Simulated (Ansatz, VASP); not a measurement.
## SnSe2: VASP beside Ansatz

Contents of INCAR:

```
SYSTEM = SnSe2
PREC     = Accurate       ! precision mode
ENCUT    = 520            ! plane-wave cutoff, eV
EDIFF    = 1E-6           ! SCF threshold, eV
ISMEAR   = 0              ! smearing method
SIGMA    = 0.05           ! smearing width, eV
LREAL    = .FALSE.        ! projectors in reciprocal space
LASPH    = .TRUE.         ! aspherical terms in the spheres
NELM     = 60             ! most SCF steps
ALGO     = Normal         ! electronic algorithm
ISIF     = 2              ! what is computed and relaxed
LWAVE    = .FALSE.        ! write WAVECAR
LCHARG   = .FALSE.        ! write CHGCAR
GGA      = PS             ! functional
IVDW     = 12             ! dispersion correction
NBANDS   = 20             ! bands
```

The input KPOINTS:

```
regular mesh
0
G
  12 12 6
  0 0 0
```

The input POSCAR:

```
SnSe2
1.0
    3.5061188790      0.0000000000      0.0000000000
   -1.7530594395      3.0363880179      0.0000000000
    0.0000000000      0.0000000000      6.1370000000
Sn Se
1 2
Direct
    0.0000000000      0.0000000000      0.0000000000
    0.3333333333      0.6666666667      0.2500000000
    0.6666666667      0.3333333333      0.7500000000
```

Input for Ansatz:

```yaml
crystal:
  lattice:
    - [3.506118879, 0.0, 0.0]
    - [-1.7530594395, 3.0363880179, 0.0]
    - [0.0, 0.0, 6.137]
  atoms:
    - { symbol: Sn, position: [0.0, 0.0, 0.0] }
    - { symbol: Se, position: [0.3333333333, 0.6666666667, 0.25] }
    - { symbol: Se, position: [0.6666666667, 0.3333333333, 0.75] }
basis:
  ecutwfc: 420
kpoints:
  mp_grid: { grid: [12, 12, 6] }
hamiltonian:
  xc: pbesol
  dispersion: d3bj
scf:
  occupations: { method: gaussian, width: 0.05 }
output:
  forces: true
  stress: true
  eigenvalues: true
```

Change from the starting cell: strain -0.080 along x and y, +0.000 along z, atoms carried along.

Alike in both runs: task single point; functional PBEsol; dispersion D3(BJ); k mesh 12 × 12 × 6; occupations gaussian, width 0.05 eV; no spin polarisation.

|  | VASP | Ansatz |
| --- | --- | --- |
| version | VASP 6.6.1 | Ansatz 0.2.0 |
| potentials or method | VASP PAW PBE potentials, release 64 (Sn_d, Se), cutoff 520 eV | scalar-relativistic, plane waves, PAW |
| valence electrons in the cell | 26 | 46 |

Ansatz gave:

| Quantity | Value |
| --- | --- |
| gap on the k mesh at the Fermi level (eV) | 0.56 |
| least direct gap on the mesh (eV) | 1.35 |
| pressure (GPa) | 18.0 |
| traceless stress, the component that is largest in VASP (GPa) | -3.56 |
| rms of the force components (eV/Å) | 1.007 |

**Question.** What did VASP give for the same quantities?

**Answer.** gap on the k mesh at the Fermi level (eV): 0.55; least direct gap on the mesh (eV): 1.34; pressure (GPa): 18.3; traceless stress, the component that is largest in VASP (GPa): -3.53; rms of the force components (eV/Å): 1.027.

VASP's potentials were made for PBE, not for PBEsol. Atom by atom the forces differ by 0.020 eV/Å (rms over components). VASP's potentials hold 26 valence electrons a cell and Ansatz's 46, so a difference there can come from the potentials and not from the codes.
